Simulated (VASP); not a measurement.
Here is a VASP 6.6.1 calculation.

File INCAR:

```
PREC = Accurate
ENCUT = 520
EDIFF = 1E-6
ISMEAR = 0
SIGMA = 0.05
LREAL = Auto
LASPH = T
NELM = 80
ALGO = Normal
ISIF = 2
LWAVE = F
LCHARG = F
GGA = PE
NBANDS = 42
NELECT = 56.0
```

Contents of KPOINTS:

```
Automatic mesh
0
Gamma
  4 4 4
```

Contents of POSCAR:

```
Be8S7
1.0
    0.0000000000      4.8758378149     -4.8758378149
    4.8758378149      4.8758378149      0.0000000000
    4.8758378149      0.0000000000     -4.8758378149
Be S
8 7
Direct
   -0.0598151561      0.5598151751     -0.0598151561
   -0.0070702721      0.0070702721     -0.0070702721
    0.5080378171      0.4619308692     -0.0020209860
    0.5080378171      0.0320523377     -0.0020209860
   -0.0020209860      0.4619308692      0.5080378171
   -0.0020209860      0.0320523377      0.5080378171
    0.4865093118      0.5134907261      0.4865093118
    0.5356676328     -0.0356676138      0.5356676328
    0.1475303378      0.3524696812      0.1475303378
    0.6571949523      0.0910676312      0.1606698233
    0.5723078999      0.6576788691      0.1123342328
    0.1606698233      0.0910676312      0.6571949523
    0.1123342328      0.6576788691      0.5723078999
    0.6288188033      0.1419129443      0.6288188033
    0.6288188033      0.6004495250      0.6288188033
```

Potentials or basis: VASP PAW PBE potentials, release 64 (Be, S).

Run with:

```console
$ cat potpaw_PBE.64/Be/POTCAR potpaw_PBE.64/S/POTCAR > POTCAR
$ mpirun -np 1 vasp_std > vasp.out
```

Task: What does it give for the largest force?

Result: 0.047 eV/Å.

Forces in eV/Å, atoms in the order of the input:
```
Be   0.000  0.000  0.031
Be   0.000  0.000 -0.022
Be   0.005 -0.009  0.006
Be   0.009 -0.005  0.006
Be  -0.009  0.005  0.006
Be  -0.005  0.009  0.006
Be   0.000  0.000  0.004
Be   0.000  0.000  0.003
S    0.000  0.000 -0.047
S   -0.027  0.027 -0.009
S    0.002 -0.002  0.002
S    0.027 -0.027 -0.009
S   -0.002  0.002  0.002
S   -0.001 -0.001  0.011
S    0.001  0.001  0.011
```

Caveat: the cell carries a net charge on a neutralising background, which shifts energy and pressure.
